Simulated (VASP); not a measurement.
A run of VASP 6.6.1 is set up as follows.

File INCAR:

```
PREC     = Accurate       # precision mode
ENCUT    = 600            # plane-wave cutoff, eV
EDIFF    = 1E-7           # SCF threshold, eV
ISMEAR   = 0              # smearing method
SIGMA    = 0.02           # smearing width, eV
LREAL    = F              # projectors in reciprocal space
LASPH    = T              # aspherical terms in the spheres
NELM     = 120            # most SCF steps
ALGO     = Normal         # electronic algorithm
ISIF     = 3              # what is computed and relaxed
LWAVE    = F              # write WAVECAR
LCHARG   = F              # write CHGCAR
GGA      = PE             # functional
IBRION   = 2              # ionic algorithm
NSW      = 100            # ionic steps
EDIFFG   = -0.005         # ionic threshold
GGA_COMPAT= F            
NELMIN   = 4
```

Contents of KPOINTS:

```
Automatic mesh
0
Gamma
  11 11 8
```

File POSCAR:

```
GaN
1.0
    3.1889304035      0.0000000000      0.0000000000
   -1.5944652018      2.7616947404      0.0000000000
    0.0000000000      0.0000000000      5.1923572500
Ga N
2 2
Direct
    0.6666666700      0.3333333300      0.4990837100
    0.3333333300      0.6666666700      0.9990837100
    0.6666666700      0.3333333300      0.8759162900
    0.3333333300      0.6666666700      0.3759162900
```

Potentials or basis: VASP PAW PBE potentials, release 64 (Ga_d, N).

Run with:

```console
$ cat potpaw_PBE.64/Ga_d/POTCAR potpaw_PBE.64/N/POTCAR > POTCAR
$ mpirun -np 1 vasp_std > vasp.out
```

(1) Estimate the relaxed cell.

(2) What does it give for the band gap on the k mesh?

(3) Predict the relaxed volume.

(4) Estimate the space group after relaxing (to 0.1 Å).

## Answers

(1) a = 3.219 Å, b = 3.219 Å, c = 5.242 Å, α = 90.00°, β = 90.00°, γ = 120.00°.

(2) 1.72 eV.

(3) 11.76 Å³/atom.

(4) P6_3mc (No. 186).

Caveat: an odd mesh through Γ misses points on the zone boundary, where band edges can lie.
